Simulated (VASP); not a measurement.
Input of a VASP 6.6.1 run:

File INCAR:

```
PREC = Accurate
ENCUT = 520
EDIFF = 1E-6
ISMEAR = -5
SIGMA = 0.1
LREAL = F
LASPH = T
NELM = 60
ALGO = Normal
ISIF = 2
LWAVE = F
LCHARG = T
GGA = PE
LELF = T
LVHAR = T
NBANDS = 16
```

File KPOINTS:

```
Automatic mesh
0
Gamma
  14 14 8
```

The input POSCAR:

```
InSb
1.0
    3.0766560000      0.0000000000      0.0000000000
    0.0000000000      3.0766560000      0.0000000000
    0.0000000000      0.0000000000      6.2154700000
In Sb
1 1
Direct
    0.0000000000      0.0000000000      0.0000000000
    0.0000000000      0.0000000000      0.5000000000
```

Potentials or basis: VASP PAW PBE potentials, release 64 (In_d, Sb).

The run is started by

```sh
$ cat potpaw_PBE.64/In_d/POTCAR potpaw_PBE.64/Sb/POTCAR > POTCAR
$ mpirun -np 1 vasp_std > vasp.out
```

(1) Estimate the band gap on the k mesh.

(2) Predict the pressure.

Results:

(1) zero (band 9 reaches 10.91 eV, above the bottom of band 10 at 5.06 eV).

(2) 0.4 GPa.

Caveat: spin-orbit coupling is left out, which moves the levels of the heavy elements; tetrahedron occupations give inexact forces and stress in metals.
